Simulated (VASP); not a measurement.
# MnS: single point with PBE

Crystal: MnS.

```
CELL_PARAMETERS angstrom
0.00000 2.60450 2.60450
2.60450 0.00000 2.60450
2.60450 2.60450 0.00000
ATOMIC_POSITIONS crystal
Mn 0.00000 0.00000 0.00000
S 0.50000 0.50000 0.50000
```

- Program: VASP 6.6.1
- Task: single point
- Functional: PBE
- Potentials or basis: VASP PAW PBE potentials, release 64 (Mn_pv, S)
- Cutoff: 520 eV
- k mesh: 7 × 7 × 7
- Occupations: fermi-dirac, width 0.05 eV
- Spin: collinear spin, ferromagnetic start
- Starting moments: [6.0, 0.0] μB
- Fixed moment: 6 μB
- Dipole correction: no
- Further INCAR settings: ALGO = Normal; EDIFF = 1e-06; NBANDS = 20

The pressure is 12.9 GPa, the net moment is 6.00 μB per cell and the site moments are Mn +4.63; S +0.47 μB. The valence electrons inside the program's atomic spheres are Mn 11.34; S 3.66.

It took 62 s on 1 thread of AMD EPYC 7R13, on a shared host, peak memory 0.15 GiB.

Caveat: the total moment is fixed, so each spin has its own Fermi level; a cell with one magnetic atom can't hold antiferromagnetic order, which such compounds often take.
